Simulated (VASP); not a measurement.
Here is a VASP 6.6.1 calculation.

The input POSCAR:

```
KAgBr2
1.0
    2.1856115241      1.2618634018      7.0693491411
   -2.1856115241      1.2618634018      7.0693491411
    0.0000000000     -2.5237268035      7.0693491411
K Ag Br
1 1 2
Direct
    1.0000000000      0.0000000000      0.0000000000
    0.5000000000      0.5000000000      0.5000000000
    0.2377266228      0.2377266228      0.2377266228
    0.7622733772      0.7622733772      0.7622733772
```

Contents of INCAR.step1:

```
PREC = Accurate
ENCUT = 520
EDIFF = 1E-5
ISMEAR = 0
SIGMA = 0.01
LREAL = False
LASPH = True
NELM = 100
ALGO = Normal
ISIF = 2
LWAVE = True
LCHARG = False
GGA = PE
NBANDS = 25
KPAR = 4
```

Contents of INCAR.step2:

```
PREC = Accurate
ENCUT = 520
EDIFF = 1E-6
ISMEAR = 0
SIGMA = 0.01
LREAL = False
LASPH = True
NELM = 100
ALGO = Normal
ISIF = 2
LWAVE = False
LCHARG = False
GGA = PE
LHFCALC = True
AEXX = 0.05
HFSCREEN = 0.2078
PRECFOCK = Normal
ISTART = 1
NBANDS = 25
KPAR = 4
```

KPOINTS

```
regular mesh
0
Gamma
  4 4 4
```

Potentials or basis: VASP PAW PBE potentials, release 64 (K_sv, Ag, Br).

The run is started by

```bash
$ cat potpaw_PBE.64/K_sv/POTCAR potpaw_PBE.64/Ag/POTCAR potpaw_PBE.64/Br/POTCAR > POTCAR
$ cp INCAR.step1 INCAR
$ mpirun -np 4 vasp_std > vasp.out
$ cp INCAR.step2 INCAR
$ mpirun -np 4 vasp_std > vasp.out
```

**Question.** What does it give for the band gap on the k mesh?

**Answer.** 2.51 eV (least direct gap 2.64 eV).

**Question.** Predict the largest force.

**Answer.** 0.004 eV/Å.

**Question.** Estimate the pressure.

**Answer.** 0.9 GPa.

Stress tensor (GPa, compression positive):
```
0.94 0.00 0.00
0.00 0.94 0.00
0.00 0.00 0.78
```

Caveat: the k points lie up to 0.42 Å⁻¹ apart; the PAW data sets were made with another functional, which shifts forces and pressure a little. A k mesh can miss the band edges.
